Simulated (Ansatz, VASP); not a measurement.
# SiC3 in VASP and in Ansatz

```
CELL_PARAMETERS angstrom
1.41543 0.81720 4.67007
-1.41543 0.81720 4.67007
0.00000 -1.63440 4.67007
ATOMIC_POSITIONS crystal
C 0.00824 0.00824 0.00824
C 0.48896 0.48896 0.48896
C 0.37917 0.37917 0.37917
Si 0.87363 0.87363 0.87363
```

Alike in both runs: task single point; functional PBEsol; k mesh 8 × 8 × 8; occupations methfessel-paxton of order 1, width 0.001 eV; no spin polarisation.

|  | VASP | Ansatz |
| --- | --- | --- |
| version | VASP 6.6.1 | Ansatz 0.2.0 |
| potentials or method | VASP PAW PBE potentials, release 64 (C, Si) | plane waves |
| plane-wave cutoff (eV) | 520 | 420 |
| valence electrons in the cell | 16 | 16 |

|  | VASP | Ansatz | Ansatz less VASP |
| --- | --- | --- | --- |
| gap on the k mesh at the Fermi level (eV) | 1.45 | 1.47 | +0.013 |
| pressure (GPa) | -0.9 | -1.4 | -0.48 |
| traceless stress, the component that is largest in VASP (GPa) | 0.83 | 0.87 | +0.036 |
| rms of the force components (eV/Å) | 0.178 | 0.180 | +0.0022 |

VASP's potentials were made for PBE, not for PBEsol. Atom by atom the forces differ by 0.009 eV/Å (rms over components). The functional is the same, so the differences come from potentials, cutoffs and numerics.
